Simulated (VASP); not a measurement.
Ag, 1 atom in the cell. Symmetry: I4/mmm, No. 139, tetragonal system. Conventional cell: a = 3.597 Å, b = 3.597 Å, c = 2.806 Å, α = 90.00°, β = 90.00°, γ = 90.00°. Ag (site symmetry 4/mmm) has 14 Ag at 2.81 to 3.60 Å within 3.7 Å.  This cell differs from its parent crystal: ratio of the length along z to the lengths across it x 0.78, volume and fractional coordinates fixed.

- Program: VASP 6.6.1
- Task: single point
- Functional: PBEsol
- Potentials or basis: VASP PAW PBE potentials, release 64 (Ag)
- Cutoff: 520 eV
- k mesh: 22 × 22 × 22
- Occupations: gaussian, width 0.15 eV
- Spin: no spin polarisation
- Dipole correction: no
- Further INCAR settings: ALGO = Fast; EDIFF = 1e-07; NBANDS = 12

Potentials or basis: VASP PAW PBE potentials, release 64 (Ag).

Launch:

```bash
$ cat potpaw_PBE.64/Ag/POTCAR > POTCAR
$ mpirun -np 1 vasp_std > vasp.out
```

Hardware: 1 thread of AMD EPYC 9R45 96-Core Processor (Zen 5), with other jobs on the host.

Task: How long does it take, and how much memory?

Result: Run time: 100 s on 1 thread of AMD EPYC 9R45 96-Core Processor (Zen 5), on a shared host, peak memory 0.25 GiB. Counts: scf iterations 12, k points 834.
